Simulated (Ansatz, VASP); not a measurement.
One calculation of SnO, two programs

The input INCAR:

```
  PREC = Accurate
  ENCUT = 520
  EDIFF = 1E-6
  ISMEAR = 0
  SIGMA = 0.15
  LREAL = F
  LASPH = T
  NELM = 80
  ALGO = Normal
  ISIF = 2
  LWAVE = F
  LCHARG = F
  NBANDS = 28
```

File KPOINTS:

```
regular mesh
0
Gamma
  10 10 8
```

The input POSCAR:

```
SnO
1.0
    3.7093000000      0.0000000000      0.0000000000
    0.0000000000      3.7093000000      0.0000000000
    0.0000000000      0.0000000000      4.7726000000
Sn O
2 2
Direct
    0.0000000000      0.5000000000      0.2455950842
    0.5000000000      0.0000000000      0.7544049158
    0.0000000000      0.0000000000      0.0000000000
    0.5000000000      0.5000000000      0.0000000000
```

Input for Ansatz:

```yaml
crystal:
  lattice:
    - [3.7093, 0.0, 0.0]
    - [0.0, 3.7093, 0.0]
    - [0.0, 0.0, 4.7726]
  atoms:
    - { symbol: Sn, position: [0.0, 0.5, 0.2455950842] }
    - { symbol: Sn, position: [0.5, 0.0, 0.7544049158] }
    - { symbol: O, position: [0.0, 0.0, 0.0] }
    - { symbol: O, position: [0.5, 0.5, 0.0] }
basis:
  ecutwfc: 520.0
kpoints:
  mp_grid: { grid: [10, 10, 8] }
hamiltonian:
  xc: lda
  pseudopotentials: { kind: paw, azcp: { folder: soft_1 } }
scf:
  occupations: { method: gaussian, width: 0.15 }
output:
  forces: true
  stress: true
  eigenvalues: true
```

Alike in both runs: task single point; functional LDA; k mesh 10 × 10 × 8; occupations gaussian, width 0.15 eV; no spin polarisation.

```csv
,VASP,Ansatz
version,VASP 6.6.1,Ansatz 0.2.0
potentials or method,"VASP PAW LDA potentials, release 64 (Sn_d, O), cutoff 520 eV","scalar-relativistic, plane waves, PAW"
valence electrons in the cell,40,40
```

```tsv
	VASP	Ansatz	Ansatz less VASP
gap on the k mesh at the Fermi level (eV)	none	none	-
pressure (GPa)	1.7	1.2	-0.54
traceless stress, the component that is largest in VASP (GPa)	-2.36	-2.38	-0.011
rms of the force components (eV/Å)	0.016	0.044	+0.0282
```

Ansatz warns that its potentials were made for another functional, while VASP's fit it. LDA's correlation is that of Perdew and Zunger in VASP and of Perdew and Wang (1992) in Ansatz. Atom by atom the forces differ by 0.061 eV/Å (rms over components). A gap of «none» marks a metal or a gap that the smearing closes.
